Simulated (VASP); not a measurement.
NaMgF3 (Neighborite): single point with LDA

Crystal: NaMgF3 (Neighborite).

```
CELL_PARAMETERS angstrom
3.87600 0.00000 0.00000
0.00000 3.87600 0.00000
0.00000 0.00000 3.87600
ATOMIC_POSITIONS crystal
Na 0.00000 0.00000 0.00000
Mg 0.50000 0.50000 0.50000
F 0.50000 0.50000 0.00000
F 0.00000 0.50000 0.50000
F 0.50000 0.00000 0.50000
```

```
Program                : VASP 6.6.1
Task                   : single point
Functional             : LDA
Potentials or basis    : VASP PAW LDA potentials, release 64 (Na_pv, Mg, F)
Cutoff                 : 520 eV
k mesh                 : 5 × 5 × 5
Occupations            : gaussian, width 0.01 eV
Spin                   : no spin polarisation
Dipole correction      : no
Further INCAR settings : ALGO = Normal; EDIFF = 1e-07; NBANDS = 23
```

* Pressure: -3.8 GPa
* Band gap on the k mesh: 5.94 eV, indirect (least direct gap 6.34 eV)

Levels at points of the mesh, in eV from the valence-band top:
```csv
k point,band 12,band 13,band 14,band 15,band 16,band 17,band 18,band 19
"(0.00, 0.00, 0.00)",-0.64,-0.40,-0.40,-0.40,5.94,13.39,13.39,13.64
```

Run time: 18 s on 1 thread of Intel(R) Xeon(R) Platinum 8375C CPU @ 2.90GHz (Ice Lake) (shared host), peak memory 0.15 GiB.

A k mesh can miss the band edges.
